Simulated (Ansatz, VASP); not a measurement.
## Two plane-wave programs on KF

```xyz
2
Lattice="0.0000 2.6735 2.6735 2.6735 0.0000 2.6735 2.6735 2.6735 0.0000" Properties=species:S:1:pos:R:3 pbc="T T T"
K     0.0000    0.0000    0.0000
F     2.6735    2.6735    2.6735
```

Alike in both runs: task single point; functional PBE-based screened hybrid with a share of 0.5 of exact exchange and HFSCREEN = 0.20787; k mesh 4 × 4 × 4; occupations gaussian, width 0.05 eV; no spin polarisation.

|  | VASP | Ansatz |
| --- | --- | --- |
| version | VASP 6.6.1 | Ansatz 0.2.0 |
| potentials or method | VASP PAW PBE potentials, release 64 (K_sv, F), cutoff 520 eV | scalar-relativistic, plane waves, PAW |
| valence electrons in the cell | 16 | 16 |

```csv
,VASP,Ansatz,Ansatz less VASP
gap on the k mesh at the Fermi level (eV),10.22,10.25,+0.025
least direct gap on the mesh (eV),10.22,10.25,+0.025
pressure (GPa),-0.3,-0.5,-0.12
```

VASP's potentials were made for PBE, not for PBE-based screened hybrid. Ansatz's warnings: stress exchange threshold loose, stress scf threshold loose.

The k mesh is coarse, so the values compare programs but aren't converged.
